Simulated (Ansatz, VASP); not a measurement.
## One calculation of SnO2, two programs

```
CELL_PARAMETERS angstrom
-3.23725 0.00000 0.00000
-1.61863 -2.80354 0.00000
0.00000 0.00000 13.22548
ATOMIC_POSITIONS crystal
Sn 0.66667 0.66667 0.48675
Sn 0.00000 0.00000 0.16224
Sn 0.33333 0.33333 0.81126
O 0.66667 0.66667 0.23714
O 0.00000 0.00000 0.88616
O 0.33333 0.33333 0.56165
O 0.66667 0.66667 0.73637
O 0.00000 0.00000 0.41185
O 0.33333 0.33333 0.08734
```

Alike in both runs: task single point; functional PBE; dispersion D3(BJ); k mesh 9 × 9 × 2; occupations gaussian, width 0.05 eV; no spin polarisation.

|  | VASP | Ansatz |
| --- | --- | --- |
| version | VASP 6.6.1 | Ansatz 0.2.0 |
| potentials or method | VASP PAW PBE potentials, release 64 (Sn_d, O), cutoff 520 eV | scalar-relativistic, plane waves, PAW |
| valence electrons in the cell | 78 | 78 |

Ansatz gave:

```
gap on the k mesh at the Fermi level (eV)                     : 1.69
least direct gap on the mesh (eV)                             : 1.71
pressure (GPa)                                                : -0.3
traceless stress, the component that is largest in VASP (GPa) : 0.06
rms of the force components (eV/Å)                            : 0.043
```

Q: What did VASP give for the same quantities?

A: gap on the k mesh at the Fermi level (eV): 1.67; least direct gap on the mesh (eV): 1.69; pressure (GPa): 0.3; traceless stress, the component that is largest in VASP (GPa): -0.38; rms of the force components (eV/Å): 0.062.

Atom by atom the forces differ by 0.027 eV/Å (rms over components).
